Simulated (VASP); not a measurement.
# Zn (Fm-3m) in VASP: a series of runs

Runs on Zn. Level: PBEsol. Tasks: single point.

Program: VASP 6.6.1. These are calculated values, not measurements. Logs are shortened: lines on timing, memory, paths and dates and some standing lists are left out, and cuts for length are marked.

### Step 1. The cell of the first run

Symmetry: Fm-3m, No. 225, cubic system. Conventional cell: a = 3.683 Å, b = 3.683 Å, c = 3.683 Å, α = 90.00°, β = 90.00°, γ = 90.00°. Within 3.4 Å of Zn (site symmetry m-3m) lie 12 Zn at 2.60 Å.

### Step 2. Single point, PBEsol (volume scaled by 0.88)

INCAR

```
SYSTEM = Zn
PREC = Accurate
ENCUT = 520
EDIFF = 1E-6
ISMEAR = -1
SIGMA = 0.1
LREAL = .FALSE.
LASPH = .TRUE.
NELM = 100
ALGO = Normal
ISIF = 2
LWAVE = .FALSE.
LCHARG = .FALSE.
GGA = PS
NBANDS = 12
```

KPOINTS

```
Automatic mesh
0
G
  16 16 16
  0 0 0
```

POSCAR

```
Zn
1.0
    0.0000000000      1.8413607897      1.8413607897
    1.8413607897      0.0000000000      1.8413607897
    1.8413607897      1.8413607897      0.0000000000
Zn
1
Direct
    0.0000000000      0.0000000000      0.0000000000
```

Potentials or basis: VASP PAW PBE potentials, release 64 (Zn).

Started as:

```sh
cat potpaw_PBE.64/Zn/POTCAR > POTCAR
mpirun -np 1 vasp_std > vasp.out
```

OUTCAR:

```text
SYSTEM = Zn
   PREC = Accurate
   ENCUT = 520
   EDIFF = 1E-6
   ISMEAR = -1
   LREAL = .FALSE.
   LASPH = .TRUE.
   NELM = 100
   ISIF = 2
   GGA = PS

 ion  position               nearest neighbor table
   1  0.000  0.000  0.000-

  LATTYP: Found a face centered cubic cell.
 ALAT       =     3.6827215794

  Lattice vectors:

 A1 = (   0.0000000000,   1.8413607897,   1.8413607897)
 A2 = (   1.8413607897,   0.0000000000,   1.8413607897)
 A3 = (   1.8413607897,   1.8413607897,   0.0000000000)

Analysis of symmetry for initial positions (statically):
=====================================================================
 Subroutine PRICEL returns:
 Original cell was already a primitive cell.

 Routine SETGRP: Setting up the symmetry group for a
 face centered cubic supercell.

 Subroutine GETGRP returns: Found 48 space group operations
 (whereof 48 operations were pure point group operations)
 out of a pool of 48 trial point group operations.

The static configuration has the point symmetry O_h .

Analysis of symmetry for dynamics (positions and initial velocities):
=====================================================================
 Subroutine PRICEL returns:
 Original cell was already a primitive cell.

 Routine SETGRP: Setting up the symmetry group for a
 face centered cubic supercell.

 Subroutine GETGRP returns: Found 48 space group operations
 (whereof 48 operations were pure point group operations)
 out of a pool of 48 trial point group operations.

The dynamic configuration has the point symmetry O_h .

 Subroutine INISYM returns: Found 48 space group operations
 (whereof 48 operations are pure point group operations),
 and found     1 'primitive' translations

----------------------------------------------------------------------------------------

                                     Primitive cell

  volume of cell :      12.4867

  direct lattice vectors                    reciprocal lattice vectors
     0.000000000  1.841360790  1.841360790    -0.271538312  0.271538312  0.271538312
     1.841360790  0.000000000  1.841360790     0.271538312 -0.271538312  0.271538312
     1.841360790  1.841360790  0.000000000     0.271538312  0.271538312 -0.271538312

  length of vectors
     2.604077402  2.604077402  2.604077402     0.470318152  0.470318152  0.470318152

  position of ions in fractional coordinates (direct lattice)
     0.000000000  0.000000000  0.000000000

  ion indices of the primitive-cell ions
   primitive index   ion index
                 1           1

----------------------------------------------------------------------------------------

 KPOINTS: Automatic mesh

Automatic generation of k-mesh.
 Grid dimensions read from file:
 generate k-points for:   16   16   16

 Generating k-lattice:

  Cartesian coordinates                     Fractional coordinates (reciprocal lattice)
    -0.016971144  0.016971144  0.016971144     0.062500000  0.000000000  0.000000000
     0.016971144 -0.016971144  0.016971144     0.000000000  0.062500000  0.000000000
     0.016971144  0.016971144 -0.016971144     0.000000000  0.000000000  0.062500000

  Length of vectors
     0.029394885  0.029394885  0.029394885

  Shift w.r.t. Gamma in fractional coordinates (k-lattice)
     0.000000000  0.000000000  0.000000000

 Subroutine IBZKPT returns following result:
 ===========================================

 Found    145 irreducible k-points:

 Following reciprocal coordinates:
            Coordinates               Weight
  0.000000  0.000000  0.000000      1.000000
  0.062500  0.000000  0.000000      8.000000
  0.125000  0.000000  0.000000      8.000000
  0.187500  0.000000  0.000000      8.000000
  0.250000  0.000000  0.000000      8.000000
  0.312500  0.000000  0.000000      8.000000
[... 16 lines left out ...]
 -0.125000  0.062500  0.000000     24.000000
 -0.062500  0.062500  0.000000     12.000000
 [... further k-points ...]
   k-points           NKPTS =    145   k-points in BZ     NKDIM =    145   number of bands    NBANDS=     12
   number of dos      NEDOS =    301   number of ions     NIONS =      1
   total plane-waves  NPLWV =   8000
   dimension x,y,z NGX =    20 NGY =   20 NGZ =   20
   dimension x,y,z NGXF=    40 NGYF=   40 NGZF=   40
   ions per type =               1
   NGX,Y,Z   is equivalent  to a cutoff of  12.77, 12.77, 12.77 a.u.
   NGXF,Y,Z  is equivalent  to a cutoff of  25.54, 25.54, 25.54 a.u.
 SYSTEM =  Zn
   PREC   = accura    normal or accurate (medium, high low for compatibility)
   ISTART =      0    job   : 0-new  1-cont  2-samecut
   ICHARG =      2    charge: 1-file 2-atom 10-const
   ISPIN  =      1    spin polarized calculation?
   LNONCOLLINEAR =      F non collinear calculations
   LSORBIT =      F    spin-orbit coupling
   LASPH  =      T    aspherical Exc in radial PAW
   ENCUT  =  520.0 eV  38.22 Ry    6.18 a.u.   4.84  4.84  4.84*2*pi/ulx,y,z
   NELM   =    100;   NELMIN=  2; NELMDL= -5     # of ELM steps
   EDIFF  = 0.1E-05   stopping-criterion for ELM
   LREAL  =      F    real-space projection
   EDIFFG = 0.1E-04   stopping-criterion for IOM
   NSW    =      0    number of steps for IOM
   IBRION =     -1    ionic relax: 0-MD 1-quasi-New 2-CG
   NFREE  =      0    steps in history (QN), initial steepest desc. (CG)
   ISIF   =      2    stress and relaxation
   ISYM   =      2    0-nonsym 1-usesym 2-fastsym
   POTIM  = 0.5000    time-step for ionic-motion
   TEBEG  =    0.0;   TEEND  =   0.0 temperature during run
   PSTRESS=    0.0 pullay stress
   NELECT =      12.0000    total number of electrons
   NUPDOWN=      -1.0000    fix difference up-down
   EMIN   =  10.00;   EMAX   =-10.00  energy-range for DOS
   EFERMI =   0.00;   METHOD = LEGACY
   ISMEAR =    -1;   SIGMA  =   0.10  broadening in eV -4-tet -1-fermi 0-gaus
   EFERMI_NEDOS =   21; number of points for ismear=-14 and -15
   IALGO  =     38    algorithm
   IMIX   =      4    mixing-type and parameters
     AMIX     =   0.40;   BMIX     =  1.00
     AMIX_MAG =   1.60;   BMIX_MAG =  1.00
  volume/ion in A,a.u.               =      12.49        84.26
  Fermi-wavevector in a.u.,A,eV,Ry     =   1.615547  3.052942 35.511114  2.609993
  Thomas-Fermi vector in A             =   2.710277
   LORBIT       =      0    0 simple, 1 ext, 2 COOP (PROOUT), +10 PAW based schemes
   GGA     = PS    functional components
   LHFCALC =     F    Hartree Fock is set to
   AEXX    =    0.0000 exact exchange contribution
   IVDW    =     0    specifies the selected vdW correction
   LEPSILON=     F    determine dielectric tensor
   LRPA    =     F    only Hartree local field effects (RPA)
 non-spin polarized calculation
  energy-cutoff  :      520.00
  volume of cell :       12.49
 maximum number of plane-waves:       346
   NGX =  9   NGY =  9   NGZ =  9

 number of electron      11.9999992 magnetization

 Free energy of the ion-electron system (eV)
  ---------------------------------------------------
  ext. energy  EPLUGINS =         0.00000000
  ---------------------------------------------------
  free energy    TOTEN  =        -1.48753860 eV

  energy without entropy =       -1.47846322  energy(sigma->0) =       -1.48300091

 E-fermi :   4.5158     XC(G=0): -12.7912

 val. band max:        4.4296423142   @ k =   0.5000   0.1250   0.0000
 cond. band min:       4.6025082543   @ k =  -0.3750   0.3750   0.0625
 fundamental gap:      0.1728659401
 Fermi energy:         4.5157737160

 k-point     1 :       0.0000    0.0000    0.0000
  band No.  band energies     occupation
      1      -7.6218      2.00000
      2      -3.7653      2.00000
      3      -3.7653      2.00000
      4      -3.7653      2.00000
      5      -3.2148      2.00000
      6      -3.2148      2.00000
      7      24.8524      0.00000
      8      25.5240      0.00000
      9      25.5240      0.00000
     10      25.5240      0.00000
     11      28.0792      0.00000
     12      28.0792      0.00000

 k-point     2 :       0.0625    0.0000    0.0000
  band No.  band energies     occupation
      1      -7.4865      2.00000
      2      -3.7811      2.00000
      3      -3.7462      2.00000
      4      -3.7462      2.00000
      5      -3.2208      2.00000
      6      -3.2208      2.00000
      7      22.7820      0.00000
      8      25.0212      0.00000
      9      25.0213      0.00000
     10      25.0213      0.00000
     11      28.8151      0.00000
     12      28.8151      0.00000

 k-point     3 :       0.1250    0.0000    0.0000
  band No.  band energies     occupation
      1      -7.0882      2.00000
      2      -3.8177      2.00000
      3      -3.6991      2.00000
      4      -3.6991      2.00000
      5      -3.2300      2.00000
      6      -3.2300      2.00000
      7      19.3457      0.00000
      8      24.1823      0.00000
      9      24.1823      0.00000
     10      24.8808      0.00000
     11      30.3482      0.00000
     12      30.3482      0.00000

 k-point     4 :       0.1875    0.0000    0.0000
  band No.  band energies     occupation
      1      -6.4588      2.00000
      2      -3.8349      2.00000
      3      -3.6560      2.00000
      4      -3.6560      2.00000
      5      -3.2145      2.00000
      6      -3.2145      2.00000
      7      15.9836      0.00000
      8      23.4350      0.00000
      9      23.4350      0.00000
     10      24.6430      0.00000
     11      30.6268      0.00000
     12      30.7981      0.00000

 k-point     5 :       0.2500    0.0000    0.0000
  band No.  band energies     occupation
      1      -5.7061      2.00000
      2      -3.7149      2.00000
      3      -3.6530      2.00000
      4      -3.6530      2.00000
      5      -3.1451      2.00000
      6      -3.1451      2.00000
      7      12.7993      0.00000
      8      22.8582      0.00000
      9      22.8582      0.00000
     10      24.3017      0.00000
     11      29.0716      0.00000
     12      29.0716      0.00000

 k-point     6 :       0.3125    0.0000    0.0000
  band No.  band energies     occupation
      1      -5.1328      2.00000
      2      -3.6869      2.00000
      3      -3.6869      2.00000
      4      -3.1495      2.00000
      5      -3.0350      2.00000
      6      -3.0350      2.00000
      7       9.8292      0.00000
      8      22.4609      0.00000
      9      22.4609      0.00000
     10      23.9125      0.00000
     11      27.6334      0.00000
     12      27.6334      0.00000

 k-point     7 :       0.3750    0.0000    0.0000
  band No.  band energies     occupation
      1      -4.9295      2.00000
      2      -3.7305      2.00000
      3      -3.7305      2.00000
      4      -2.9239      2.00000
      5      -2.9239      2.00000
      6      -1.9590      2.00000
      7       7.1104      0.00000
      8      22.2280      0.00000
      9      22.2281      0.00000
     10      23.5588      0.00000
     11      26.5349      0.00000
     12      26.5349      0.00000

 k-point     8 :       0.4375    0.0000    0.0000
  band No.  band energies     occupation
      1      -4.8913      2.00000
      2      -3.7637      2.00000
      3      -3.7637      2.00000
      4      -2.8440      2.00000
      5      -2.8440      2.00000
      6      -0.4316      2.00000
      7       4.7429      0.18704
      8      22.1235      0.00000
      9      22.1235      0.00000
     10      23.3153      0.00000
     11      25.8325      0.00000
     12      25.8325      0.00000
[... 166 lines left out ...]
 k-point    20 :      -0.3125    0.0625    0.0000
  band No.  band energies     occupation
      1      -4.9572      2.00000
      2      -3.7165      2.00000
      3      -3.6766      2.00000
      4      -3.2424      2.00000
      5      -3.0651      2.00000
      6      -2.4513      2.00000
      7       8.9974      0.00000
      8      19.6614      0.00000
      9      23.5458      0.00000
     10      24.1148      0.00000
     11      26.3492      0.00000
     12      28.1121      0.00000

 k-point    21 :      -0.2500    0.0625    0.0000
  band No.  band energies     occupation
      1      -5.3783      2.00000
      2      -3.7393      2.00000
      3      -3.6335      2.00000
      4      -3.6157      2.00000
      5      -3.1926      2.00000
      6      -2.9263      2.00000
      7      11.8885      0.00000
      8      19.8552      0.00000
      9      24.4197      0.00000
     10      24.8876      0.00000
     11      27.1666      0.00000
     12      28.4370      0.00000

 k-point    22 :      -0.1875    0.0625    0.0000
  band No.  band energies     occupation
      1      -6.1026      2.00000
      2      -3.8709      2.00000
      3      -3.6297      2.00000
      4      -3.6221      2.00000
      5      -3.2769      2.00000
      6      -3.0948      2.00000
      7      15.0014      0.00000
      8      20.2881      0.00000
      9      25.1519      0.00000
     10      25.5214      0.00000
     11      28.5821      0.00000
     12      28.8317      0.00000

 k-point    23 :      -0.1250    0.0625    0.0000
  band No.  band energies     occupation
      1      -6.7859      2.00000
      2      -3.8595      2.00000
      3      -3.6646      2.00000
      4      -3.6548      2.00000
      5      -3.2854      2.00000
      6      -3.1734      2.00000
      7      18.2981      0.00000
      8      20.9536      0.00000
      9      25.7633      0.00000
     10      25.7907      0.00000
     11      29.3344      0.00000
     12      29.3777      0.00000

 k-point    24 :      -0.0625    0.0625    0.0000
  band No.  band energies     occupation
      1      -7.2634      2.00000
      2      -3.8131      2.00000
      3      -3.7197      2.00000
      4      -3.7059      2.00000
      5      -3.2536      2.00000
      6      -3.2030      2.00000
      7      21.5023      0.00000
      8      22.0528      0.00000
      9      25.5478      0.00000
     10      25.9637      0.00000
     11      28.3233      0.00000
     12      29.6637      0.00000

 [... further k-points ...]
[... 5 lines left out ...]
  --------------------------------------------------------------------------------------
  -------------------------------------------------------------------------------------
  Total        1.2233621      1.2233621      1.2233621      0.0000000     -0.0000000      0.0000000
  in kB      156.9708282    156.9708282    156.9708282      0.0000000     -0.0000000      0.0000000
  external PRESSURE =     156.9708282 kB  Pullay stress =       0.0000000 kB

 VOLUME and BASIS-vectors are now :
 -----------------------------------------------------------------------------
  energy-cutoff  :      520.00
  volume of cell :       12.49
      direct lattice vectors                 reciprocal lattice vectors
     0.000000000  1.841360790  1.841360790    -0.271538312  0.271538312  0.271538312
     1.841360790  0.000000000  1.841360790     0.271538312 -0.271538312  0.271538312
     1.841360790  1.841360790  0.000000000     0.271538312  0.271538312 -0.271538312

 POSITION                                       TOTAL-FORCE (eV/Angst)
 -----------------------------------------------------------------------------------
      0.00000      0.00000      0.00000        -0.000000      0.000000      0.000000
 -----------------------------------------------------------------------------------
    total drift:                                0.000000      0.000000      0.000000

  FREE ENERGIE OF THE ION-ELECTRON SYSTEM (eV)
  ---------------------------------------------------
  free  energy   TOTEN  =        -1.4875386018 eV

  energy  without entropy=       -1.4784632191  energy(sigma->0) =       -1.48300091
```

Wall time 10 s (1 thread of Intel Xeon Platinum 8488C (Sapphire Rapids), shared host); peak memory 0.13 GiB.

Results:

- Free energy: -1.4875 eV
- Pressure: 15.7 GPa
- Band gap on the k mesh: zero (band 6 reaches 6.82 eV, above the bottom of band 7 at 3.42 eV)

Levels at points of the mesh, in eV from the Fermi level:
```tsv
k point	band 2	band 3	band 4	band 5	band 6	band 7	band 8	band 9	band 10	band 11
(0.00, 0.00, 0.00)	-8.28	-8.28	-8.28	-7.73	-7.73	20.34	21.01	21.01	21.01	23.56
(0.50, 0.00, 0.00)	-8.29	-8.29	-7.33	-7.33	-3.90	-1.09	17.58	17.58	18.71	21.07
(0.50, 0.50, 0.00)	-9.18	-7.35	-7.23	-7.23	-1.63	2.42	9.36	9.36	13.37	15.47
```

Caveat: the PAW data sets were made with another functional, which shifts forces and pressure a little.

(Part 1 of 2 ends here.)
